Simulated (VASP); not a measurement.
B:

```xyz
3
Lattice="2.7912 0.0000 0.0000 -1.3956 2.4173 0.0000 0.0000 0.0000 3.1668" Properties=species:S:1:pos:R:3 pbc="T T T"
B     0.6291    0.0000    1.0556
B    -0.3146    0.5449    2.1112
B     1.0811    1.8724    0.0000
```

| Item | Value |
| --- | --- |
| Program | VASP 6.6.1 |
| Task | relaxation of cell and atoms |
| Functional | r2SCAN |
| Potentials or basis | VASP PAW PBE potentials, release 64 (B_h) |
| Cutoff | 910 eV |
| k mesh | 9 × 9 × 6 |
| Occupations | gaussian, width 0.1 eV |
| Spin | no spin polarisation |

At the start: pressure 37.4 GPa; volume 7.12 Å³/atom.

**Question.** How do energy, volume and symmetry change on relaxing?

**Answer.** Over 17 steps the energy falls by 546.3 meV/atom and the volume is 6.38 Å³/atom (-10.5 %); space group P3_121 (No. 152, to 0.1 Å) before, R-3m (No. 166, to 0.1 Å).

Step by step:
| step | energy change (eV) | largest force (eV/Å) | pressure (GPa) | volume (Å³) |
| --- | --- | --- | --- | --- |
| 1 | 0.0000 | 4.4469 | 37.40 | 21.37 |
| 2 | -0.5180 | 0.4818 | -37.97 | 26.79 |
| 3 | -1.0370 | 0.3393 | -17.32 | 24.02 |
| 4 | -1.0378 | 0.3869 | -16.59 | 23.96 |
| 5 | -1.3470 | 0.4860 | -8.41 | 21.92 |
| 6 | -1.4074 | 0.4833 | -2.37 | 20.97 |
| 7 | -1.4177 | 0.4077 | 1.16 | 20.52 |
| 8 | -1.4320 | 0.4577 | 8.78 | 19.64 |
| 9 | -1.3748 | 0.4610 | 29.43 | 17.91 |
| 10 | -1.4303 | 0.5128 | 12.02 | 19.32 |
| 11 | -1.5859 | 0.1003 | 0.64 | 19.57 |
| 12 | -1.6233 | 0.0025 | -5.57 | 19.71 |
| 13 | -1.6351 | 0.0511 | -0.18 | 18.98 |
| 14 | -1.6372 | 0.0320 | -1.49 | 19.15 |
| 15 | -1.6375 | 0.0250 | -2.08 | 19.23 |
| 16 | -1.6376 | 0.0170 | 1.30 | 19.04 |
| 17 | -1.6388 | 0.0213 | -0.35 | 19.13 |

Final structure:
```
B
1.0
     2.38504    0.00000    0.00000
    -1.19252    2.06551    0.00000
     0.00000    0.00000    3.88379
B
3
Direct
  0.33754 0.00000 0.33333
  0.00000 0.33754 0.66667
  0.66246 0.66246 0.00000
```

Caveat: a cell axis changed by over 15 % at a fixed basis, so the end point is rough; the PAW data sets were made with another functional, which shifts forces and pressure a little.
